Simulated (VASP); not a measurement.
# BN (Cmcm) in VASP: single point with PBE+D3(BJ)

Aim: the single point of BN with PBE+D3(BJ).

Program: VASP 6.6.1. These are calculated values, not measurements. Logs are shortened: lines on timing, memory, paths and dates and some standing lists are left out, and cuts for length are marked.

## Step 1: The cell of the first run

The structure is orthorhombic, space group Cmcm (No. 63). The conventional cell has a = 2.529 Å, b = 4.337 Å, c = 6.661 Å, α = 90.00°, β = 90.00°, γ = 90.00°. B (site symmetry m2m) has 3 N at 1.45 to 1.46 Å within 1.9 Å. Within 1.9 Å of N (site symmetry m2m) lie 3 B at 1.45 to 1.46 Å.

## Step 2: Single point, PBE+D3(BJ)

The input, INCAR:

```
SYSTEM = BN
PREC = Accurate
ENCUT = 520
EDIFF = 1E-6
ISMEAR = -4
SIGMA = 0.05
LREAL = .FALSE.
LASPH = .TRUE.
NELM = 60
ALGO = Normal
ISIF = 2
LWAVE = .FALSE.
LCHARG = .TRUE.
GGA = PE
IVDW = 12
LELF = .TRUE.
LVHAR = .TRUE.
ISYM = 0
NBANDS = 16
```

The input, KPOINTS:

```
regular mesh
0
G
  12 12 4
  0 0 0
```

The input, POSCAR:

```
BN
1.0
    2.5290316213      0.0000000000      0.0000000000
   -1.2645158107      2.1685204268      0.0000000000
    0.0000000000      0.0000000000      6.6612000000
B N
2 2
Direct
    0.3333333333      0.6666666667      0.2500000000
    0.6666666667      0.3333333333      0.7500000000
    0.3333333333      0.6666666667      0.7500000000
    0.6666666667      0.3333333333      0.2500000000
```

Potentials or basis: VASP PAW PBE potentials, release 64 (B, N).

Command:

```
> cat potpaw_PBE.64/B/POTCAR potpaw_PBE.64/N/POTCAR > POTCAR
> mpirun -np 1 vasp_std > vasp.out
```

OUTCAR:

```text
SYSTEM = BN
   PREC = Accurate
   ENCUT = 520
   EDIFF = 1E-6
   ISMEAR = -4
   LREAL = .FALSE.
   LASPH = .TRUE.
   NELM = 60
   ISIF = 2
   GGA = PE
   IVDW = 12
   ISYM = 0
 IVDW          = 12

 ion  position               nearest neighbor table
   1  0.333  0.667  0.250-   4 1.45   4 1.46   4 1.46
   2  0.667  0.333  0.750-   3 1.45   3 1.46   3 1.46
   3  0.333  0.667  0.750-   2 1.45   2 1.46   2 1.46
   4  0.667  0.333  0.250-   1 1.45   1 1.46   1 1.46

IMPORTANT INFORMATION: All symmetrisations will be switched off!
NOSYMM: (Re-)initialisation of all symmetry stuff for point group C_1.

----------------------------------------------------------------------------------------

                                     Primitive cell

  volume of cell :      36.5317

  direct lattice vectors                    reciprocal lattice vectors
     2.529031621  0.000000000  0.000000000     0.395408263  0.230571958  0.000000000
    -1.264515811  2.168520427  0.000000000     0.000000000  0.461143915  0.000000000
     0.000000000  0.000000000  6.661200000     0.000000000  0.000000000  0.150123101

  length of vectors
     2.529031621  2.510275100  6.661200000     0.457723849  0.461143915  0.150123101

  position of ions in fractional coordinates (direct lattice)
     0.333333333  0.666666667  0.250000000
     0.666666667  0.333333333  0.750000000
     0.333333333  0.666666667  0.750000000
     0.666666667  0.333333333  0.250000000

  ion indices of the primitive-cell ions
   primitive index   ion index
                 1           1
                 2           2
                 3           3
                 4           4

----------------------------------------------------------------------------------------

 KPOINTS: regular mesh

Automatic generation of k-mesh.
 Grid dimensions read from file:
 generate k-points for:   12   12    4

 Generating k-lattice:

  Cartesian coordinates                     Fractional coordinates (reciprocal lattice)
     0.032950689  0.019214330  0.000000000     0.083333333 -0.000000000  0.000000000
     0.000000000  0.038428660  0.000000000     0.000000000  0.083333333  0.000000000
     0.000000000  0.000000000  0.037530775     0.000000000  0.000000000  0.250000000

  Length of vectors
     0.038143654  0.038428660  0.037530775

  Shift w.r.t. Gamma in fractional coordinates (k-lattice)
     0.000000000  0.000000000  0.000000000

 TETIRR: Found   1728 inequivalent tetrahedra from     3456

 Subroutine IBZKPT returns following result:
 ===========================================

 Found    292 irreducible k-points:

 Following reciprocal coordinates:
            Coordinates               Weight
  0.000000  0.000000  0.000000      1.000000
  0.083333  0.000000  0.000000      2.000000
  0.083333 -0.083333  0.000000      2.000000
  0.166667  0.000000  0.000000      2.000000
  0.166667 -0.166667  0.000000      2.000000
  0.250000  0.000000  0.000000      2.000000
[... 16 lines left out ...]
  0.416667  0.083333  0.000000      2.000000
  0.416667  0.500000  0.000000      2.000000
 [... further k-points ...]
   k-points           NKPTS =    292   k-points in BZ     NKDIM =    292   number of bands    NBANDS=     16
   number of dos      NEDOS =    301   number of ions     NIONS =      4
   total plane-waves  NPLWV =  20000
   dimension x,y,z NGX =    20 NGY =   20 NGZ =   50
   dimension x,y,z NGXF=    40 NGYF=   40 NGZF=  100
   ions per type =               2   2
   NGX,Y,Z   is equivalent  to a cutoff of  13.15, 13.25, 12.48 a.u.
   NGXF,Y,Z  is equivalent  to a cutoff of  26.29, 26.49, 24.96 a.u.
 SYSTEM =  BN
   PREC   = accura    normal or accurate (medium, high low for compatibility)
   ISTART =      0    job   : 0-new  1-cont  2-samecut
   ICHARG =      2    charge: 1-file 2-atom 10-const
   ISPIN  =      1    spin polarized calculation?
   LNONCOLLINEAR =      F non collinear calculations
   LSORBIT =      F    spin-orbit coupling
   LASPH  =      T    aspherical Exc in radial PAW
   ENCUT  =  520.0 eV  38.22 Ry    6.18 a.u.   4.70  4.67 12.39*2*pi/ulx,y,z
   NELM   =     60;   NELMIN=  2; NELMDL= -5     # of ELM steps
   EDIFF  = 0.1E-05   stopping-criterion for ELM
   LREAL  =      F    real-space projection
   EDIFFG = 0.1E-04   stopping-criterion for IOM
   NSW    =      0    number of steps for IOM
   IBRION =     -1    ionic relax: 0-MD 1-quasi-New 2-CG
   NFREE  =      0    steps in history (QN), initial steepest desc. (CG)
   ISIF   =      2    stress and relaxation
   ISYM   =      0    0-nonsym 1-usesym 2-fastsym
   POTIM  = 0.5000    time-step for ionic-motion
   TEBEG  =    0.0;   TEEND  =   0.0 temperature during run
   PSTRESS=    0.0 pullay stress
   NELECT =      16.0000    total number of electrons
   NUPDOWN=      -1.0000    fix difference up-down
   EMIN   =  10.00;   EMAX   =-10.00  energy-range for DOS
   EFERMI =   0.00;   METHOD = LEGACY
   ISMEAR =    -4;   SIGMA  =   0.05  broadening in eV -4-tet -1-fermi 0-gaus
   EFERMI_NEDOS =   21; number of points for ismear=-14 and -15
   IALGO  =     38    algorithm
   IMIX   =      4    mixing-type and parameters
     AMIX     =   0.40;   BMIX     =  1.00
     AMIX_MAG =   1.60;   BMIX_MAG =  1.00
  volume/ion in A,a.u.               =       9.13        61.63
  Fermi-wavevector in a.u.,A,eV,Ry     =   1.243249  2.349400 21.030087  1.545668
  Thomas-Fermi vector in A             =   2.377568
   LORBIT       =      0    0 simple, 1 ext, 2 COOP (PROOUT), +10 PAW based schemes
   GGA     = PE    functional components
   LHFCALC =     F    Hartree Fock is set to
   AEXX    =    0.0000 exact exchange contribution
   IVDW    =    12    specifies the selected vdW correction
   LEPSILON=     F    determine dielectric tensor
   LRPA    =     F    only Hartree local field effects (RPA)
 non-spin polarized calculation
 Fermi weights with tetrahedron method witout Bloechl corrections
  energy-cutoff  :      520.00
  volume of cell :       36.53
 maximum number of plane-waves:      1001
   NGX =  9   NGY =  9   NGZ = 25

 number of electron      15.9999999 magnetization

 Free energy of the ion-electron system (eV)
  ---------------------------------------------------
  ext. energy  EPLUGINS =         0.00000000
  ---------------------------------------------------
  free energy    TOTEN  =       -35.15336801 eV

  energy without entropy =      -35.15336801  energy(sigma->0) =      -35.15336801

 E-fermi :   2.2946     XC(G=0): -10.0189

 val. band max:        2.1945360656   @ k =   0.2500   0.4167   0.0000
 cond. band min:       6.4205260066   @ k =   0.5000   0.5000   0.0000
 fundamental gap:      4.2259899410
 Fermi energy:         2.2945834218

 k-point     1 :       0.0000    0.0000    0.0000
  band No.  band energies     occupation
      1     -15.5229      2.00000
      2     -15.2341      2.00000
      3      -3.9424      2.00000
      4      -1.8387      2.00000
      5       0.8156      2.00000
      6       0.8530      2.00000
[... 8 lines left out ...]
     15      14.2320      0.00000
     16      15.0329      0.00000

 k-point     2 :       0.0833    0.0000    0.0000
  band No.  band energies     occupation
      1     -15.3892      2.00000
      2     -15.1049      2.00000
      3      -3.7590      2.00000
      4      -1.6744      2.00000
      5       0.2667      2.00000
      6       0.2996      2.00000
[... 8 lines left out ...]
     15      14.5347      0.00000
     16      14.6665      0.00000

 k-point     3 :       0.0833   -0.0833    0.0000
  band No.  band energies     occupation
      1     -15.3892      2.00000
      2     -15.1049      2.00000
      3      -3.7590      2.00000
      4      -1.6744      2.00000
      5       0.2667      2.00000
      6       0.2996      2.00000
[... 8 lines left out ...]
     15      14.5347      0.00000
     16      14.6665      0.00000

 k-point     4 :       0.1667    0.0000    0.0000
  band No.  band energies     occupation
      1     -14.9953      2.00000
      2     -14.7247      2.00000
      3      -3.2156      2.00000
      4      -1.1916      2.00000
      5      -1.1449      2.00000
      6      -1.1042      2.00000
[... 8 lines left out ...]
     15      15.9218      0.00000
     16      15.9257      0.00000

 k-point     5 :       0.1667   -0.1667    0.0000
  band No.  band energies     occupation
      1     -14.9953      2.00000
      2     -14.7247      2.00000
      3      -3.2156      2.00000
      4      -1.1916      2.00000
      5      -1.1449      2.00000
      6      -1.1042      2.00000
[... 8 lines left out ...]
     15      15.9218      0.00000
     16      15.9257      0.00000

 k-point     6 :       0.2500    0.0000    0.0000
  band No.  band energies     occupation
      1     -14.3679      2.00000
      2     -14.1217      2.00000
      3      -2.9296      2.00000
      4      -2.8678      2.00000
      5      -2.3373      2.00000
      6      -0.7319      2.00000
[... 8 lines left out ...]
     15      17.4299      0.00000
     16      18.0583      0.00000
[... 267 lines left out ...]
 k-point    21 :       0.3333    0.0833    0.0000
  band No.  band energies     occupation
      1     -13.0730      2.00000
      2     -12.8988      2.00000
      3      -5.4371      2.00000
      4      -5.3546      2.00000
      5      -1.9526      2.00000
      6      -1.8865      2.00000
[... 8 lines left out ...]
     15      17.2183      0.00000
     16      20.2387      0.00000

 k-point    22 :       0.3333   -0.4167    0.0000
  band No.  band energies     occupation
      1     -13.0730      2.00000
      2     -12.8988      2.00000
      3      -5.4371      2.00000
      4      -5.3546      2.00000
      5      -1.9526      2.00000
      6      -1.8865      2.00000
[... 8 lines left out ...]
     15      17.2183      0.00000
     16      20.2387      0.00000

 k-point    23 :       0.4167    0.0833    0.0000
  band No.  band energies     occupation
      1     -12.4296      2.00000
      2     -12.3346      2.00000
      3      -6.4514      2.00000
      4      -6.3760      2.00000
      5      -2.2430      2.00000
      6      -2.1744      2.00000
[... 8 lines left out ...]
     15      16.5489      0.00000
     16      20.7913      0.00000

 k-point    24 :       0.4167    0.5000    0.0000
  band No.  band energies     occupation
      1     -12.4296      2.00000
      2     -12.3346      2.00000
      3      -6.4514      2.00000
      4      -6.3760      2.00000
      5      -2.2430      2.00000
      6      -2.1744      2.00000
[... 8 lines left out ...]
     15      16.5489      0.00000
     16      20.7913      0.00000

 [... further k-points ...]

------------------------ aborting loop because EDIFF is reached ----------------------------------------

 Edisp (eV)   -0.55684

 E8    (eV) :    -0.1630

  FORCE on cell =-STRESS in cart. coord.  units (eV):
  Direction    XX          YY          ZZ          XY          YZ          ZX
  --------------------------------------------------------------------------------------
  -------------------------------------------------------------------------------------
  Total      -1.73876    -0.08266    -0.06952    -0.00000     0.00000     0.00000
  in kB     -76.25720    -3.62528    -3.04914    -0.00001     0.00000     0.00003
  external pressure =      -27.64 kB  Pullay stress =        0.00 kB

 VOLUME and BASIS-vectors are now :
 -----------------------------------------------------------------------------
  energy-cutoff  :      520.00
  volume of cell :       36.53
      direct lattice vectors                 reciprocal lattice vectors
     2.529031621  0.000000000  0.000000000     0.395408263  0.230571958  0.000000000
    -1.264515811  2.168520427  0.000000000     0.000000000  0.461143915  0.000000000
     0.000000000  0.000000000  6.661200000     0.000000000  0.000000000  0.150123101

 POSITION                                       TOTAL-FORCE (eV/Angst)
 -----------------------------------------------------------------------------------
     -0.00000      1.44568      1.66530        -0.000000     -0.116301      0.000000
      1.26452      0.72284      4.99590        -0.000000      0.116299      0.000000
     -0.00000      1.44568      4.99590         0.000001     -0.118043      0.000000
      1.26452      0.72284      1.66530        -0.000000      0.118045     -0.000001
 -----------------------------------------------------------------------------------
    total drift:                                0.000001      0.000003     -0.000002

  FREE ENERGIE OF THE ION-ELECTRON SYSTEM (eV)
  ---------------------------------------------------
  free  energy   TOTEN  =       -35.7102040058 eV

  energy  without entropy=      -35.7102040058  energy(sigma->0) =      -35.71020401
```

It took 4 min on 1 thread of Intel Xeon 8259CL, shared host; peak memory 0.27 GiB.

Results:

```
Free energy                : -35.7102 eV
Pressure                   : -2.8 GPa
Largest force              : 0.118 eV/Å
Band gap on the k mesh     : 4.23 eV (least direct gap 4.61 eV)
Dispersion energy per atom : -0.139 eV
```

Forces in eV/Å, atoms in the order of the input:
```
B    0.000 -0.116  0.000
B    0.000  0.116  0.000
N    0.000 -0.118  0.000
N    0.000  0.118  0.000
```

Stress tensor (GPa, compression positive):
```
-7.63  0.00  0.00
 0.00 -0.36  0.00
 0.00  0.00 -0.30
```

Caveat: the stress differs along the axes, from -8 to -0 GPa.
